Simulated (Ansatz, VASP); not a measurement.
**MgS: VASP beside Ansatz**

```
Mg S
1.0
     0.00000    2.60165    2.60165
     2.60165    0.00000    2.60165
     2.60165    2.60165    0.00000
Mg S
1 1
Direct
  0.00000 0.00000 0.97282
  0.50000 0.50000 0.50000
```

Change from the starting cell: all Mg atoms moved -0.100 Å, as atom 1 along Cartesian [1 1 0].

Alike in both runs: task single point; functional PBEsol; k mesh 8 × 8 × 8; occupations gaussian, width 0.05 eV; no spin polarisation.

```csv
,VASP,Ansatz
version,VASP 6.6.1,Ansatz 0.2.0
potentials or method,"VASP PAW PBE potentials, release 64 (Mg, S), cutoff 520 eV","scalar-relativistic, plane waves, PAW"
valence electrons in the cell,8,16
```

VASP gave:

| Property | Result |
| --- | --- |
| gap on the k mesh at the Fermi level (eV) | 2.71 |
| least direct gap on the mesh (eV) | 3.59 |
| pressure (GPa) | -0.8 |
| traceless stress, the component that is largest in VASP (GPa) | -0.41 |
| rms of the force components (eV/Å) | 0.164 |

Problem. Estimate Ansatz's values.

Solution. gap on the k mesh at the Fermi level (eV): 2.70; least direct gap on the mesh (eV): 3.59; pressure (GPa): -0.6; traceless stress, the component that is largest in VASP (GPa): -0.41; rms of the force components (eV/Å): 0.164.

VASP's potentials were made for PBE, not for PBEsol. Atom by atom the forces differ by 0.000 eV/Å (rms over components). VASP's potentials hold 8 valence electrons a cell and Ansatz's 16, so a difference there can come from the potentials and not from the codes.
